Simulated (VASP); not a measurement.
Write the native input for VASP 6.6.1 that does the following.

- Task: single point
- Functional: PBE
- Potentials or basis: VASP PAW PBE potentials, release 64 (Cu, O)
- Cutoff: 520 eV
- k mesh: 8 × 8 × 5
- Occupations: fermi-dirac, width 0.05 eV
- Spin: no spin polarisation
- Dipole correction: no
- Further INCAR settings: ALGO = Normal; EDIFF = 1e-06; NBANDS = 25

The structure of CuO lies in POSCAR:

```
CuO
1.0
    3.1795331000     -0.0317953310      0.0000000000
   -1.6173021144      2.7694541055      0.0000000000
    0.0000000000      0.0000000000      4.4314907300
Cu O
2 2
Direct
    0.0000000000      0.0000000000      0.0000000000
    0.0000000000      0.0000000000      0.5000000000
    0.3333333333      0.6666666667      0.2500000000
    0.6666666667      0.3333333333      0.7500000000
```

The input as run:

INCAR

```
  PREC = Accurate
  ENCUT = 520
  EDIFF = 1E-6
  ISMEAR = -1
  SIGMA = 0.05
  LREAL = False
  LASPH = True
  NELM = 60
  ALGO = Normal
  ISIF = 2
  LWAVE = False
  LCHARG = False
  GGA = PE
  NBANDS = 25
```

KPOINTS

```
regular mesh
0
Gamma
  8 8 5
```

Potentials or basis: VASP PAW PBE potentials, release 64 (Cu, O).

The run is started by

```sh
$ cat potpaw_PBE.64/Cu/POTCAR potpaw_PBE.64/O/POTCAR > POTCAR
$ mpirun -np 1 vasp_std > vasp.out
```

Results of the run:

```json
{
 "Pressure": "6.6 GPa",
 "Largest force": "0.080 eV/Å",
 "Band gap on the k mesh": "zero (band 17 reaches 6.30 eV, above the bottom of band 18 at 5.39 eV)"
}
```

Caveat: semilocal functionals often make such compounds metallic where correlation or magnetic order opens a gap, which also shifts bond lengths.

Wall time 50 s on 1 thread of Intel Xeon 6975P-C, on a shared host, peak memory 0.21 GiB.
